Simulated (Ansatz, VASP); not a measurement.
## One calculation of AlCd, two programs

The input INCAR:

```
SYSTEM = AlCd
ALGO = Normal
EDIFF = 1E-6
ENCUT = 520
GGA = PE
ISIF = 2
ISMEAR = -1
LASPH = .TRUE.
LCHARG = .TRUE.
LELF = .TRUE.
LREAL = .FALSE.
LVHAR = .TRUE.
LWAVE = .FALSE.
NBANDS = 14
NELM = 100
PREC = Accurate
SIGMA = 0.05
```

The input KPOINTS:

```
k-points
0
G
  9 9 9
  0 0 0
```

File POSCAR:

```
AlCd
1.0
    1.8690870656      1.0791179156      3.1018850926
   -1.8690870656      1.0791179156      3.1018850926
    0.0000000000     -2.1582358412      3.1018850926
Al Cd
1 1
Direct
    0.5000000000      0.5000000000      0.5000000000
    0.0000000000      0.0000000000      0.0000000000
```

The input input.yaml:

```yaml
crystal:
  lattice:
    - [1.8690870656, 1.0791179156, 3.1018850926]
    - [-1.8690870656, 1.0791179156, 3.1018850926]
    - [0.0, -2.1582358412, 3.1018850926]
  atoms:
    - { symbol: Al, position: [0.5, 0.5, 0.5] }
    - { symbol: Cd, position: [0.0, 0.0, 0.0] }
kpoints:
  mp_grid: { grid: [9, 9, 9] }
scf:
  occupations: { method: fermi_dirac, width: 0.05 }
hamiltonian:
  xc: pbe
  pseudopotentials: { kind: all_electron, lapw: { basis_error: 0.0005 } }
output:
  forces: true
  stress: true
  eigenvalues: true
```

Change from the starting cell: volume scaled by 0.96.

Alike in both runs: task single point; functional PBE; k mesh 9 × 9 × 9; occupations fermi-dirac, width 0.05 eV; no spin polarisation.

|  | VASP | Ansatz |
| --- | --- | --- |
| version | VASP 6.6.1 | Ansatz 0.2.0 |
| potentials or method | VASP PAW PBE potentials, release 64 (Al, Cd), cutoff 520 eV | all-electron LAPW, scalar-relativistic |

VASP gave:

- gap on the k mesh at the Fermi level (eV): none
- pressure (GPa): 15.2
- traceless stress, the component that is largest in VASP (GPa): -0.09

Which values does Ansatz return?

gap on the k mesh at the Fermi level (eV): none; pressure (GPa): 14.9; traceless stress, the component that is largest in VASP (GPa): -0.05.

A gap of «none» marks a metal or a gap that the smearing closes. Ansatz ran all-electron here, and VASP with PAW potentials.
